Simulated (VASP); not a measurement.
**GaP: single point with LDA**

GaP:

```xyz
2
Lattice="2.7496 2.7496 0.0000 -2.7496 2.7496 0.0000 0.0000 2.7496 2.6465" Properties=species:S:1:pos:R:3 pbc="T T T"
Ga    0.0000    0.0000    0.0000
P     1.3748    4.1244    1.3232
```

This cell differs from its parent crystal: film at in-plane strain +0.02.

```
Program                : VASP 6.6.1
Task                   : single point
Functional             : LDA
Potentials or basis    : VASP PAW LDA potentials, release 64 (Ga_d, P)
Cutoff                 : 520 eV
k mesh                 : 8 × 8 × 8
Occupations            : gaussian, width 0.01 eV
Spin                   : no spin polarisation
Dipole correction      : no
Further INCAR settings : ALGO = Normal; EDIFF = 1e-06; NBANDS = 16
```

```
Pressure               : -1.8 GPa
Band gap on the k mesh : 1.11 eV, indirect (least direct gap 1.59 eV)
```

Stress tensor (GPa, compression positive):
```
-2.72  0.00  0.00
 0.00 -2.72  0.00
 0.00  0.00  0.07
```

Levels at points of the mesh, in eV from the valence-band top:
```
           k point  band 7  band 8  band 9  band 10  band 11  band 12
(0.00, 0.00, 0.00)   -0.20   -0.20    0.00     1.59     3.61     3.69
(0.50, 0.00, 0.00)   -6.91   -1.44   -1.13     1.38     4.35     4.68
(0.50, 0.50, 0.00)   -7.11   -2.80   -2.78     1.43     1.66    10.31
(0.00, 0.00, 0.50)   -6.86   -3.06   -3.06     1.17     1.29    10.39
```

It took 37 s on 1 thread of Intel(R) Xeon(R) Platinum 8375C CPU @ 2.90GHz (Ice Lake), on a shared host, peak memory 0.17 GiB.

Caveat: the cell differs from its parent crystal (film at in-plane strain +0.02). A k mesh can miss the band edges.
